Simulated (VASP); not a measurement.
## Tm2GeF2: single point with PBE

Crystal: Tm2GeF2.

```
CELL_PARAMETERS angstrom
-2.00508 3.56853 -0.07759
0.11826 -0.07380 6.38123
6.29665 3.73140 0.07072
ATOMIC_POSITIONS crystal
Tm 0.04632 0.22842 0.30891
Tm 0.49120 0.25549 0.83521
Tm 0.45370 0.77158 0.19109
Tm 0.00883 0.74451 0.66479
Ge 0.97877 0.96887 0.99825
Ge 0.52125 0.03113 0.50174
F 0.44518 0.43643 0.11104
F 0.99502 0.40929 0.79774
F 0.05475 0.56358 0.38894
F 0.50499 0.59072 0.70230
```

| Item | Value |
| --- | --- |
| Program | VASP 6.6.1 |
| Task | single point |
| Functional | PBE |
| Potentials or basis | VASP PAW PBE potentials, release 64 (Tm_3, Ge_d, F), 4f in core |
| Cutoff | 600 eV |
| k mesh | 4 × 2 × 2 |
| Occupations | gaussian, width 0.1 eV |
| Spin | no spin polarisation |

```
Pressure               : 0.3 GPa
Largest force          : 0.079 eV/Å
Band gap on the k mesh : 0.60 eV (least direct gap 0.98 eV)
```

Forces in eV/Å, atoms in the order of the input:
```
Tm  -0.022  0.011 -0.053
Tm   0.014 -0.024 -0.056
Tm   0.022 -0.011  0.053
Tm  -0.014  0.024  0.056
Ge   0.014  0.015 -0.025
Ge  -0.014 -0.016  0.025
F    0.012 -0.017 -0.076
F   -0.003  0.022  0.002
F   -0.012  0.017  0.076
F    0.002 -0.022 -0.002
```

Stress tensor (GPa, compression positive):
```
 0.13 -0.05  0.03
-0.05  0.31  0.00
 0.03  0.00  0.40
```

Levels at points of the mesh, in eV from the valence-band top:
| k point | band 44 | band 45 | band 46 | band 47 | band 48 | band 49 |
| --- | --- | --- | --- | --- | --- | --- |
| (0.00, 0.00, 0.00) | -0.47 | -0.15 | -0.05 | 1.17 | 1.59 | 1.99 |
| (0.50, 0.00, 0.00) | -1.14 | -0.93 | -0.83 | 1.51 | 1.58 | 2.08 |
| (0.00, 0.50, 0.00) | -0.43 | -0.17 | 0.00 | 1.59 | 1.59 | 2.09 |
| (0.50, 0.50, 0.00) | -1.10 | -0.96 | -0.80 | 1.48 | 1.65 | 2.01 |
| (0.00, 0.00, 0.50) | -1.02 | -0.12 | -0.09 | 1.44 | 1.78 | 1.79 |
| (0.50, 0.00, 0.50) | -0.89 | -0.58 | -0.33 | 0.73 | 0.79 | 2.67 |
| (0.00, 0.50, 0.50) | -1.38 | -0.19 | -0.01 | 1.46 | 2.09 | 2.20 |
| (0.50, 0.50, 0.50) | -0.79 | -0.65 | -0.38 | 0.60 | 0.72 | 2.63 |

It took 120 s on 1 thread of AMD EPYC 9R45 96-Core Processor (Zen 5), on a shared host, peak memory 0.37 GiB.

Caveat: the k points lie up to 0.49 Å⁻¹ apart; spin-orbit coupling is left out, which moves the levels of the heavy elements; the 4f electrons are frozen in the core, so they carry no moment and show no levels. Spin polarisation is off, so any magnetic state and its effect on volume and gap are missing.
